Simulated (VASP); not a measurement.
# MgS (F-43m) in VASP: G0W0 quasiparticle levels with r2SCAN

Aim: the G0W0 quasiparticle levels of MgS with r2SCAN.

Everything below comes from runs of VASP 6.6.1. Logs are shortened: lines on timing, memory, paths and dates and some standing lists are left out, and cuts for length are marked.

**1. The cell of the first run**

Symmetry: F-43m, No. 216, cubic system. Conventional cell: a = 5.662 Å, b = 5.662 Å, c = 5.662 Å, α = 90.00°, β = 90.00°, γ = 90.00°. Within 3.2 Å of Mg (site symmetry -43m) lie 4 S at 2.45 Å. S (site symmetry -43m) has 4 Mg at 2.45 Å within 3.2 Å.

**2. G0W0 quasiparticle levels, r2SCAN**

The input, POSCAR:

```
MgS
1.0
    0.0000000000      2.8308747674      2.8308747674
    2.8308747674      0.0000000000      2.8308747674
    2.8308747674      2.8308747674      0.0000000000
Mg S
1 1
Direct
    0.0000000000      0.0000000000      0.0000000000
    0.7500000000      0.7500000000      0.7500000000
```

The input, INCAR.step1:

```
PREC     = Accurate       # precision mode
ENCUT    = 500            # plane-wave cutoff, eV
EDIFF    = 1E-8           # SCF threshold, eV
ISMEAR   = 0              # smearing method
SIGMA    = 0.01           # smearing width, eV
LREAL    = F              # projectors in reciprocal space
LASPH    = T              # aspherical terms in the spheres
NELM     = 60             # most SCF steps
ALGO     = Normal         # electronic algorithm
LWAVE    = T              # write WAVECAR
LCHARG   = F              # write CHGCAR
METAGGA  = R2SCAN         # meta-GGA
LMIXTAU  = T
```

The input, INCAR.step2:

```
PREC     = Accurate       # precision mode
ENCUT    = 500            # plane-wave cutoff, eV
EDIFF    = 1E-8           # SCF threshold, eV
ISMEAR   = 0              # smearing method
SIGMA    = 0.01           # smearing width, eV
LREAL    = F              # projectors in reciprocal space
LASPH    = T              # aspherical terms in the spheres
NELM     = 1              # most SCF steps
ALGO     = Exact          # electronic algorithm
LWAVE    = T              # write WAVECAR
LCHARG   = F              # write CHGCAR
METAGGA  = R2SCAN         # meta-GGA
LMIXTAU  = T            
NBANDS   = 174            # bands
LOPTICS  = T              # frequency-dependent dielectric function
ISTART   = 1
```

The input, INCAR.step3:

```
PREC     = Accurate       # precision mode
ENCUT    = 500            # plane-wave cutoff, eV
EDIFF    = 1E-8           # SCF threshold, eV
ISMEAR   = 0              # smearing method
SIGMA    = 0.01           # smearing width, eV
LREAL    = F              # projectors in reciprocal space
LASPH    = T              # aspherical terms in the spheres
ALGO     = EVGW0          # electronic algorithm
LWAVE    = F              # write WAVECAR
LCHARG   = F              # write CHGCAR
METAGGA  = R2SCAN         # meta-GGA
LMIXTAU  = T            
NELMGW   = 1            
NBANDS   = 174            # bands
ENCUTGW  = 140.0          # cutoff of the response function
NOMEGA   = 96             # frequency points
PRECFOCK = Fast         
ISTART   = 1            
NBANDSGW = 12           
OMEGAMAX = 20
```

The input, KPOINTS:

```
regular mesh
0
Gamma
  4 4 4
```

Potentials or basis: VASP PAW PBE potentials, release 64 (Mg_GW, S_GW).

Started as:

```bash
cat potpaw_PBE.64/Mg_GW/POTCAR potpaw_PBE.64/S_GW/POTCAR > POTCAR
cp INCAR.step1 INCAR
mpirun -np 1 vasp_std > vasp.out
cp INCAR.step2 INCAR
mpirun -np 1 vasp_std > vasp.out
cp INCAR.step3 INCAR
mpirun -np 1 vasp_std > vasp.out
```

OUTCAR:

```text
PREC = Accurate
   ENCUT = 500
   EDIFF = 1E-8
   ISMEAR = 0
   LREAL = F
   LASPH = T
   METAGGA = R2SCAN
   NELMGW = 1
   ENCUTGW = 140.0
   PRECFOCK = Fast
   ISTART = 1

 ion  position               nearest neighbor table
   1  0.000  0.000  0.000-   2 2.45   2 2.45   2 2.45   2 2.45
   2  0.750  0.750  0.750-   1 2.45   1 2.45   1 2.45   1 2.45

  LATTYP: Found a face centered cubic cell.
 ALAT       =     5.6617495348

  Lattice vectors:

 A1 = (   0.0000000000,   2.8308747674,   2.8308747674)
 A2 = (   2.8308747674,   0.0000000000,   2.8308747674)
 A3 = (   2.8308747674,   2.8308747674,   0.0000000000)

Analysis of symmetry for initial positions (statically):
=====================================================================
 Subroutine PRICEL returns:
 Original cell was already a primitive cell.

 Routine SETGRP: Setting up the symmetry group for a
 face centered cubic supercell.

 Subroutine GETGRP returns: Found 24 space group operations
 (whereof 24 operations were pure point group operations)
 out of a pool of 48 trial point group operations.

The static configuration has the point symmetry T_d .

Analysis of symmetry for dynamics (positions and initial velocities):
=====================================================================
 Subroutine PRICEL returns:
 Original cell was already a primitive cell.

 Routine SETGRP: Setting up the symmetry group for a
 face centered cubic supercell.

 Subroutine GETGRP returns: Found 24 space group operations
 (whereof 24 operations were pure point group operations)
 out of a pool of 48 trial point group operations.

The dynamic configuration has the point symmetry T_d .

 Subroutine INISYM returns: Found 24 space group operations
 (whereof 24 operations are pure point group operations),
 and found     1 'primitive' translations

----------------------------------------------------------------------------------------

[... 73 lines left out ...]
   ENCUT  =  500.0 eV  36.75 Ry    6.06 a.u.   7.30  7.30  7.30*2*pi/ulx,y,z
   NELM   =     60;   NELMIN=  2; NELMDL=  0     # of ELM steps
   EDIFF  = 0.1E-07   stopping-criterion for ELM
   LREAL  =      F    real-space projection
   EDIFFG = 0.1E-06   stopping-criterion for IOM
   NSW    =      0    number of steps for IOM
   IBRION =     -1    ionic relax: 0-MD 1-quasi-New 2-CG
   NFREE  =      0    steps in history (QN), initial steepest desc. (CG)
   ISIF   =      0    stress and relaxation
   ISYM   =      3    0-nonsym 1-usesym 2-fastsym
   POTIM  = 0.5000    time-step for ionic-motion
   TEBEG  =    0.0;   TEEND  =   0.0 temperature during run
   PSTRESS=    0.0 pullay stress
   NELECT =       8.0000    total number of electrons
   NUPDOWN=      -1.0000    fix difference up-down
   EMIN   =  10.00;   EMAX   =-10.00  energy-range for DOS
   EFERMI =   0.00;   METHOD = LEGACY
   ISMEAR =     0;   SIGMA  =   0.01  broadening in eV -4-tet -1-fermi 0-gaus
   EFERMI_NEDOS =   21; number of points for ismear=-14 and -15
   IALGO  =     38    algorithm
   IMIX   =      4    mixing-type and parameters
     AMIX     =   0.40;   BMIX     =  1.00
     AMIX_MAG =   1.60;   BMIX_MAG =  1.00
  volume/ion in A,a.u.               =      22.69       153.09
  Fermi-wavevector in a.u.,A,eV,Ry     =   0.917996  1.734761 11.465859  0.842717
  Thomas-Fermi vector in A             =   2.043028
   LORBIT       =      0    0 simple, 1 ext, 2 COOP (PROOUT), +10 PAW based schemes
   METAGGA = R2SCAN    functional components
   LHFCALC =     T    Hartree Fock is set to
   PRECFOCK=fast      Normal, Fast or Accurate (Low or Medium for compatibility)
   ENCUT4O =  -1.0   cutoff for four orbital integrals eV
   NKREDX  =     1    reduce k-point grid by
   NKREDY  =     1    reduce k-point grid by
   NKREDZ  =     1    reduce k-point grid by
   AEXX    =    1.0000 exact exchange contribution
   HFSCREEN=    0.0000 screening length (either q_TF or 0.3 A-1)
   HFSCREENC=   0.0000 screening length for correlation (either q_TF or 0.3 A-1)
   ENCUTFOCK=  -1.0 apply spherical cutoff to Coloumb kernel
   IVDW    =     0    specifies the selected vdW correction
   LEPSILON=     F    determine dielectric tensor
   LRPA    =     F    only Hartree local field effects (RPA)
   LRPAFORCE           =     F    calculate RPA forces
   ENCUTGW             = 140.0    cutoff for response function in eV
   ENCUTGWSOFT         = 112.0    soft cutoff for Coulomb kernel in GW response function in eV
   ENCUTLF             =  -1.0    cutoff for local field effects
   NELMGW              =     1    number of iterations in solving QP/BSE equation
   NELMHF              =     1    number of iterations in the inner HF iteration
   NKREDLFX            =     1    NKREDLFY  =   1   NKREDLFZ  =   1
 non-spin polarized calculation
 Gauss-broadening in eV      SIGMA  =   0.01
  energy-cutoff  :      500.00
  volume of cell :       45.37
 maximum number of plane-waves:      1174
 NGX is ok and might be reduce to    30
  NGX = 18; NGY = 18; NGZ = 18
   NGX = 15   NGY = 15   NGZ = 15
 maximum number of plane-waves:       176
 NGX is ok and might be reduce to    18

 QP shifts <psi_nk| G(iteration)W_0 |psi_nk>: iteration 1
 for sc-GW calculations column KS-energies equals QP-energies in previous step
 and V_xc(KS)=  KS-energies - (<T + V_ion + V_H > + <T+V_H+V_ion>^1  + <V_x>^1)

 k-point   1 :       0.0000    0.0000    0.0000
  band No.  KS-energies  QP-energies   sigma(KS)   V_xc(KS)     V^pw_x(r,r')   Z            occupation Imag(sigma)

      1     -10.9570     -11.3524     -14.1768     -13.6463     -20.8998       0.7455       2.0000       1.3752
      2       0.7858      -0.2728     -14.5809     -13.2239     -16.2332       0.7801       2.0000       0.0301
      3       0.7858      -0.2728     -14.5809     -13.2239     -16.2332       0.7801       2.0000       0.0301
      4       0.7858      -0.2728     -14.5809     -13.2239     -16.2332       0.7801       2.0000       0.0301
      5       4.9184       5.1876      -7.5069      -7.8356      -4.1496       0.8189       0.0000      -0.0513
      6       9.3458      10.0293      -7.6368      -8.4883      -3.8416       0.8027       0.0000      -0.0650
      7       9.3458      10.0293      -7.6368      -8.4883      -3.8416       0.8027       0.0000      -0.0650
      8       9.3458      10.0293      -7.6368      -8.4883      -3.8416       0.8027       0.0000      -0.0650
      9      12.1732      12.9683      -8.2106      -9.2213      -3.9768       0.7867       0.0000      -0.1053
     10      12.1732      12.9683      -8.2106      -9.2213      -3.9768       0.7867       0.0000      -0.1053
     11      15.4791      15.3487      -6.0751      -5.9057      -1.3632       0.7700       0.0000      -0.2744
     12      15.5851      15.4237      -6.4393      -6.2320      -1.5314       0.7785       0.0000      -0.4463
[... 100 lines left out ...]
      1     -10.0260     -10.2927     -14.8409     -14.4548     -21.3675       0.6910       2.0000       1.0318
      2      -1.4887      -2.7221     -13.1116     -11.4906     -15.2756       0.7609       2.0000       0.0526
      3      -1.0806      -2.2962     -13.2515     -11.6608     -15.2931       0.7642       2.0000       0.0461
      4      -0.5481      -1.7216     -13.3448     -11.8261     -15.2106       0.7727       2.0000       0.0380
      5       6.7675       7.1950      -7.4331      -7.9610      -4.0233       0.8098       0.0000      -0.0563
      6       9.4636      10.1844      -8.6033      -9.5133      -4.6662       0.7922       0.0000      -0.0700
      7       9.5637      10.0896      -7.8481      -8.5033      -4.0934       0.8026       0.0000      -0.0660
      8       9.9957      10.4462      -7.1610      -7.7303      -3.1095       0.7913       0.0000      -0.0809
      9      14.4017      14.5732      -7.8686      -8.1002      -2.7773       0.7409       0.0000      -0.2709
     10      15.2343      16.0942      -9.6539     -10.7944      -4.6005       0.7540       0.0000      -0.2442
     11      15.5161      15.5786      -7.9530      -8.0360      -2.8821       0.7524       0.0000      -0.3493
     12      16.6310      17.2026      -8.9948      -9.7355      -3.7710       0.7717       0.0000      -0.4291
```

Run time: 3.4 min. Hardware: 1 thread of AMD EPYC 9R45 (Zen 5), shared host; peak memory 0.44 GiB.

Results:

| Quantity | Value |
| --- | --- |
| Quasiparticle gap | 5.46 eV |
| Least direct quasiparticle gap | 5.46 eV |
| Band gap of the starting levels on the mesh | 4.13 eV |
| Least direct gap of the starting levels on the mesh | 4.13 eV |

Caveat: the k points lie up to 0.48 Å⁻¹ apart; bands, screening cutoff and mesh are small and nothing is extrapolated, so the quasiparticle values aren't converged.
